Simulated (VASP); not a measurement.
Set up this calculation in VASP 6.6.1, as the native input.

| Quantity | Value |
| --- | --- |
| Task | relaxation of cell and atoms |
| Functional | LDA |
| Potentials or basis | VASP PAW LDA potentials, release 64 (Co) |
| Cutoff | 600 eV |
| k mesh | 12 × 12 × 7 |
| Occupations | fermi-dirac, width 0.05 eV |
| Spin | collinear spin, ferromagnetic start |
| Starting moments | [2.0, 2.0] μB |
| Dipole correction | no |
| Further INCAR settings | ALGO = Normal; EDIFF = 1e-06; IBRION = 2; EDIFFG = -0.005; NSW = 80; ISIF = 3 |

The structure of Co lies in POSCAR:

```
Co
1.0
    2.4719999032      0.0000000000      0.0000000000
   -1.2359999516      2.1408147143      0.0000000000
    0.0000000000      0.0000000000      4.0211440800
Co
2
Direct
    0.6666666667      0.3333333333      0.7500000000
    0.3333333333      0.6666666667      0.2500000000
```

These files were run (other wordings do the same):

INCAR

```
PREC     = Accurate       # precision mode
ENCUT    = 600            # plane-wave cutoff, eV
EDIFF    = 1E-6           # SCF threshold, eV
ISMEAR   = -1             # smearing method
SIGMA    = 0.05           # smearing width, eV
LREAL    = False          # projectors in reciprocal space
LASPH    = True           # aspherical terms in the spheres
NELM     = 150            # most SCF steps
ALGO     = Normal         # electronic algorithm
ISIF     = 3              # what is computed and relaxed
LWAVE    = False          # write WAVECAR
LCHARG   = False          # write CHGCAR
ISPIN    = 2              # spin polarisation
MAGMOM   = 2 2            # initial moments
LORBIT   = 11             # projections on sites
LMAXMIX  = 4              # l up to which the mixer works
IBRION   = 2              # ionic algorithm
NSW      = 80             # ionic steps
EDIFFG   = -0.005         # ionic threshold
```

KPOINTS

```
regular mesh
0
Gamma
  12 12 7
```

Potentials or basis: VASP PAW LDA potentials, release 64 (Co).

Run with:

```console
$ cat potpaw_LDA.64/Co/POTCAR > POTCAR
$ mpirun -np 1 vasp_std > vasp.out
```

Results of the run:

| Quantity | Value |
| --- | --- |
| Relaxed volume | 9.96 Å³/atom |
| Relaxed cell | a = 2.425 Å, b = 2.425 Å, c = 3.911 Å, α = 90.00°, β = 90.00°, γ = 120.00° |
| Space group after relaxing (to 0.05 Å) | P6_3/mmc (No. 194) |
| Energy gained by relaxing | 36.3 meV/atom |
| Ionic steps | 9 |
| Pressure after relaxing | -0.1 GPa |
| Net moment | 2.95 μB per cell |
| Site moments | Co +1.47 μB |
| Valence electrons inside the program's atomic spheres | Co 8.46 |

Wall time 100 s on 1 thread of Intel(R) Xeon(R) 6975P-C (Granite Rapids) (shared host), peak memory 0.17 GiB.
